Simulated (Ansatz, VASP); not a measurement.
**Si2Ge in VASP and in Ansatz**

```
Si Ge
1.0
     0.00000    3.66729    3.66729
     3.66729    0.00000    3.66729
     3.66729    3.66729    0.00000
Si Ge
4 2
Direct
  0.62500 0.62500 0.62500
  0.62500 0.62500 0.12500
  0.62500 0.12500 0.62500
  0.12500 0.62500 0.62500
  0.00000 0.00000 0.00000
  0.25000 0.25000 0.25000
```

Alike in both runs: functional PBE; k mesh 4 × 4 × 4; occupations gaussian, width 0.2 eV; no spin polarisation.

Ansatz relaxed the structure, and its values are those at the end. VASP's run is a single point on that final structure, the one shown.

|  | VASP | Ansatz |
| --- | --- | --- |
| version | VASP 6.6.1 | Ansatz 0.2.0 |
| potentials or method | VASP PAW PBE potentials, release 64 (Si, Ge_d), cutoff 500 eV | scalar-relativistic, plane waves, PAW |
| valence electrons in the cell | 44 | 44 |

```csv
,VASP,Ansatz,Ansatz less VASP
gap on the k mesh at the Fermi level (eV),none,none,-
pressure (GPa),-0.2,0.0,+0.17
```

A gap of «none» marks a metal or a gap that the smearing closes. With one functional, cell and mesh, what is left measures potentials, basis and numerics.

The k mesh is coarse, so the values compare programs but aren't converged.
